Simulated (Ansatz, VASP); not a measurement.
# Lu2Sc3N in VASP and in Ansatz

```
CELL_PARAMETERS angstrom
4.05214 0.00000 0.00000
-2.02607 3.50926 0.00000
0.00000 0.00000 7.57374
ATOMIC_POSITIONS crystal
Lu 0.66667 0.33333 0.23545
Lu 0.66667 0.33333 0.76455
Sc 0.00000 0.00000 0.50000
Sc 0.33333 0.66667 0.00000
Sc 0.33333 0.66667 0.50000
N 0.00000 0.00000 0.00000
```

Change from the starting cell: species swapped into the Ce2NiGe3 type (P-6m2, No. 187).

Alike in both runs: task relaxation of cell and atoms; functional PBE; k mesh 6 × 6 × 2; occupations gaussian, width 0.1 eV; no spin polarisation.

|  | VASP | Ansatz |
| --- | --- | --- |
| version | VASP 6.6.1 | Ansatz 0.2.0 |
| potentials or method | VASP PAW PBE potentials, release 64 (Lu, Sc_sv, N), cutoff 600 eV | scalar-relativistic, plane waves, PAW |
| valence electrons in the cell | 88 | 88 |

VASP gave:

- gap on the k mesh at the Fermi level, each at its own relaxed structure (eV): none
- relaxed volume (Å³/atom): 22.02
- relaxed length of the cell vector where the two differ most in proportion (Å): 9.250

**Question.** Estimate Ansatz's values.

**Answer.** gap on the k mesh at the Fermi level, each at its own relaxed structure (eV): none; relaxed volume (Å³/atom): 22.00; relaxed length of the cell vector where the two differ most in proportion (Å): 9.434.

A gap of «none» marks a metal or a gap that the smearing closes.

The k mesh is coarse, so the values compare programs but aren't converged. Neither program's run includes spin-orbit coupling. Noted on VASP's run: the volume moved by over 15 % at a fixed basis, so the end points are rough.
